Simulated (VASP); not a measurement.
## Ni: single point with LDA

Ni, a slab with vacuum:

```
CELL_PARAMETERS angstrom
2.42184 0.00000 0.00000
-1.21092 2.09737 0.00000
0.00000 0.00000 23.90970
ATOMIC_POSITIONS crystal
Ni 0.33333 0.16667 0.33566
Ni 0.66667 0.83333 0.41730
Ni 0.00000 0.50000 0.50000
Ni 0.33333 0.16667 0.58270
Ni 0.66667 0.83333 0.66434
```

```
Program             : VASP 6.6.1
Task                : single point
Functional          : LDA
Potentials or basis : VASP PAW LDA potentials, release 64 (Ni)
Cutoff              : 520 eV
k mesh              : 15 × 15 × 1
Occupations         : fermi-dirac, width 0.1 eV
Spin                : collinear spin, ferromagnetic start
Starting moments    : [1.0, 1.0, 1.0, 1.0, 1.0] μB
```

| Quantity | Value |
| --- | --- |
| Largest force | 0.009 eV/Å |
| Net moment | 2.99 μB per cell |
| Site moments | Ni +0.60, +0.61, +0.57 (each value once) μB |
| Valence electrons inside the program's atomic spheres | Ni 9.31, 9.48, 9.47 (each value once) |

Forces in eV/Å, atoms in the order of the input:
```
Ni   0.000  0.000 -0.002
Ni   0.000  0.000  0.009
Ni   0.000  0.000  0.000
Ni   0.000  0.000 -0.009
Ni   0.000  0.000  0.002
```

Levels at points of the mesh, in eV from the Fermi level:
Spin up:
| k point | band 24 | band 25 | band 26 | band 27 | band 28 | band 29 | band 30 | band 31 |
| --- | --- | --- | --- | --- | --- | --- | --- | --- |
| (0.00, 0.00, 0.00) | -0.96 | -0.96 | -0.62 | -0.62 | -0.48 | -0.48 | -0.47 | 0.16 |
Spin down:
| k point | band 20 | band 21 | band 22 | band 23 | band 24 | band 25 |
| --- | --- | --- | --- | --- | --- | --- |
| (0.00, 0.00, 0.00) | -0.72 | -0.72 | -0.63 | -0.63 | -0.37 | -0.37 |

Wall time 10 min on 1 thread of Intel(R) Xeon(R) Platinum 8488C (Sapphire Rapids) (shared host), peak memory 0.3 GiB.
